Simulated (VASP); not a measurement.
# PbF2 (Immm) in VASP: notebook, part 2 of 2

VASP 6.6.1. Earlier steps stand in the parts before.

**3. Single point, PBEsol (strain +0.0625 x Voigt [0, 0, 0, 0, 1, 0])**

Contents of INCAR:

```
PREC = Accurate
ENCUT = 520
EDIFF = 1E-6
ISMEAR = 0
SIGMA = 0.05
LREAL = F
LASPH = T
NELM = 80
ALGO = Normal
ISIF = 2
LWAVE = F
LCHARG = F
GGA = PS
NBANDS = 21
```

Contents of KPOINTS:

```
regular mesh
0
Gamma
  8 8 8
```

Contents of POSCAR:

```
PbF2
1.0
    0.0928078125      2.9698500000      2.9698500000
    3.0626578125      0.0000000000      3.0626578125
    2.9698500000      2.9698500000      0.0928078125
Pb F
1 2
Direct
    0.0000000000      0.0000000000      0.0000000000
    0.2500000000      0.2500000000      0.2500000000
    0.7500000000      0.7500000000      0.7500000000
```

Potentials or basis: VASP PAW PBE potentials, release 64 (Pb_d, F).

The run is started by

```
$ cat potpaw_PBE.64/Pb_d/POTCAR potpaw_PBE.64/F/POTCAR > POTCAR
$ mpirun -np 1 vasp_std > vasp.out
```

OUTCAR:

```text
PREC = Accurate
   ENCUT = 520
   EDIFF = 1E-6
   ISMEAR = 0
   LREAL = F
   LASPH = T
   NELM = 80
   ISIF = 2
   GGA = PS

 ion  position               nearest neighbor table
   1  0.000  0.000  0.000-   3 2.52   3 2.52   2 2.52   2 2.52   2 2.63   3 2.63   3 2.63   2 2.63

   2  0.250  0.250  0.250-   1 2.52   1 2.52   1 2.63   1 2.63
   3  0.750  0.750  0.750-   1 2.52   1 2.52   1 2.63   1 2.63

  LATTYP: Found a body centered orthorhombic cell.
 ALAT       =     4.0687520811
 B/A-ratio  =     1.0645161290
 C/A-ratio  =     1.4598333547

  Lattice vectors:

 A1 = (   0.0928078125,  -2.9698500000,   2.9698500000)
 A2 = (  -0.0928078125,  -2.9698500000,  -2.9698500000)
 A3 = (   2.9698500000,   2.9698500000,   0.0928078125)

Analysis of symmetry for initial positions (statically):
=====================================================================
 Subroutine PRICEL returns:
 Original cell was already a primitive cell.

 Routine SETGRP: Setting up the symmetry group for a
 body centered orthorhombic supercell.

 Subroutine GETGRP returns: Found  8 space group operations
 (whereof  8 operations were pure point group operations)
 out of a pool of  8 trial point group operations.

The static configuration has the point symmetry D_2h.

Analysis of symmetry for dynamics (positions and initial velocities):
=====================================================================
 Subroutine PRICEL returns:
 Original cell was already a primitive cell.

 Routine SETGRP: Setting up the symmetry group for a
 body centered orthorhombic supercell.

 Subroutine GETGRP returns: Found  8 space group operations
 (whereof  8 operations were pure point group operations)
 out of a pool of  8 trial point group operations.

[... 109 lines left out ...]
   ISYM   =      2    0-nonsym 1-usesym 2-fastsym
   POTIM  = 0.5000    time-step for ionic-motion
   TEBEG  =    0.0;   TEEND  =   0.0 temperature during run
   PSTRESS=    0.0 pullay stress
   NELECT =      28.0000    total number of electrons
   NUPDOWN=      -1.0000    fix difference up-down
   EMIN   =  10.00;   EMAX   =-10.00  energy-range for DOS
   EFERMI =   0.00;   METHOD = LEGACY
   ISMEAR =     0;   SIGMA  =   0.05  broadening in eV -4-tet -1-fermi 0-gaus
   EFERMI_NEDOS =   21; number of points for ismear=-14 and -15
   IALGO  =     38    algorithm
   IMIX   =      4    mixing-type and parameters
     AMIX     =   0.40;   BMIX     =  1.00
     AMIX_MAG =   1.60;   BMIX_MAG =  1.00
  volume/ion in A,a.u.               =      17.45       117.73
  Fermi-wavevector in a.u.,A,eV,Ry     =   1.328998  2.511443 24.031107  1.766237
  Thomas-Fermi vector in A             =   2.458194
   LORBIT       =      0    0 simple, 1 ext, 2 COOP (PROOUT), +10 PAW based schemes
   GGA     = PS    functional components
   LHFCALC =     F    Hartree Fock is set to
   AEXX    =    0.0000 exact exchange contribution
   IVDW    =     0    specifies the selected vdW correction
   LEPSILON=     F    determine dielectric tensor
   LRPA    =     F    only Hartree local field effects (RPA)
 non-spin polarized calculation
 Gauss-broadening in eV      SIGMA  =   0.05
  energy-cutoff  :      520.00
  volume of cell :       52.34
 maximum number of plane-waves:      1432
   NGX = 15   NGY = 17   NGZ = 15

 number of electron      28.0000002 magnetization

 Free energy of the ion-electron system (eV)
  ---------------------------------------------------
  ext. energy  EPLUGINS =         0.00000000
  ---------------------------------------------------
  free energy    TOTEN  =       -14.91342652 eV

  energy without entropy =      -14.91342652  energy(sigma->0) =      -14.91342652

 E-fermi :   1.9390     XC(G=0):  -9.6303

 val. band max:        1.7216733132   @ k =   0.5000   0.0000   0.0000
 cond. band min:       5.9739664128   @ k =   0.5000   0.5000  -0.0000
 fundamental gap:      4.2522930997
 Fermi energy:         1.9389868397

 k-point     1 :       0.0000    0.0000    0.0000
  band No.  band energies     occupation
      1     -19.2711      2.00000
      2     -18.6410      2.00000
      3     -12.6894      2.00000
      4     -12.6842      2.00000
      5     -12.6758      2.00000
      6     -12.6212      2.00000
[... 565 lines left out ...]
     20      17.1556      0.00000
     21      18.3761      0.00000

 [... further k-points ...]
[... 5 lines left out ...]
  --------------------------------------------------------------------------------------
  -------------------------------------------------------------------------------------
  Total       -0.4480977     -0.4417165     -0.4480977     -0.0000000     -0.0000000     -0.6111237
  in kB      -13.7174728    -13.5221266    -13.7174728     -0.0000000     -0.0000000    -18.7081344
  external PRESSURE =     -13.6523574 kB  Pullay stress =       0.0000000 kB

 VOLUME and BASIS-vectors are now :
 -----------------------------------------------------------------------------
  energy-cutoff  :      520.00
  volume of cell :       52.34
      direct lattice vectors                 reciprocal lattice vectors
     0.092807813  2.969850000  2.969850000    -0.173789596  0.168358671  0.173789596
     3.062657812  0.000000000  3.062657812     0.163256893 -0.168358671  0.163256893
     2.969850000  2.969850000  0.092807813     0.173789596  0.168358671 -0.173789596

 POSITION                                       TOTAL-FORCE (eV/Angst)
 -----------------------------------------------------------------------------------
      0.00000      0.00000      0.00000        -0.000000      0.000000     -0.000000
      1.53133      1.48493      1.53133        -0.000000     -0.146316     -0.000000
      4.59399      4.45477      4.59399         0.000000      0.146316      0.000000
 -----------------------------------------------------------------------------------
    total drift:                                0.000000     -0.000000      0.000000

  FREE ENERGIE OF THE ION-ELECTRON SYSTEM (eV)
  ---------------------------------------------------
  free  energy   TOTEN  =       -14.9134265189 eV

  energy  without entropy=      -14.9134265189  energy(sigma->0) =      -14.91342652
```

It took 39 s on 1 thread of Intel Xeon 6975P-C (Granite Rapids), shared host; peak memory 0.23 GiB.

What came out:

* Free energy: -14.9134 eV
* Pressure: -1.4 GPa
* Largest force: 0.146 eV/Å
* Band gap on the k mesh: 4.25 eV (least direct gap 4.43 eV)

Forces on the atoms (eV/Å):
```
Pb   0.000  0.000  0.000
F    0.000 -0.146  0.000
F    0.000  0.146  0.000
```

Caveat: the cell differs from its parent crystal (strain +0.0625 x Voigt [0, 0, 0, 0, 1, 0]); the PAW data sets were made with another functional, which shifts forces and pressure a little; spin-orbit coupling is left out, which moves the levels of the heavy elements.
